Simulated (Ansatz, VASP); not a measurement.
# TaN: VASP beside Ansatz

```
CELL_PARAMETERS angstrom
2.84986 0.00000 0.00000
-1.42493 2.62071 0.00000
0.00000 0.00000 2.88300
ATOMIC_POSITIONS crystal
Ta 0.33333 0.66667 0.50000
N 0.00000 0.00000 0.00000
```

Change from the starting cell: strain -0.0300 x Voigt [1, -1, 0, 0, 0, 0], atoms carried along.

Alike in both runs: task single point; functional PBEsol; k mesh 18 × 18 × 16; occupations gaussian, width 0.15 eV; no spin polarisation.

|  | VASP | Ansatz |
| --- | --- | --- |
| version | VASP 6.6.1 | Ansatz 0.2.0 |
| potentials or method | VASP PAW PBE potentials, release 64 (Ta_pv, N), cutoff 520 eV | scalar-relativistic, plane waves, PAW |
| valence electrons in the cell | 16 | 18 |

|  | VASP | Ansatz | Ansatz less VASP |
| --- | --- | --- | --- |
| gap on the k mesh at the Fermi level (eV) | none | none | - |
| pressure (GPa) | -3.1 | -3.9 | -0.79 |
| traceless stress, the component that is largest in VASP (GPa) | 15.01 | 15.04 | +0.034 |
| rms of the force components (eV/Å) | 0.047 | 0.042 | -0.0046 |

VASP's potentials were made for PBE, not for PBEsol. Atom by atom the forces differ by 0.005 eV/Å (rms over components). A gap of «none» marks a metal or a gap that the smearing closes. The functional is the same, so the differences come from potentials, cutoffs and numerics. VASP's potentials hold 16 valence electrons a cell and Ansatz's 18, so a difference there can come from the potentials and not from the codes.

Spin-orbit coupling is off throughout.
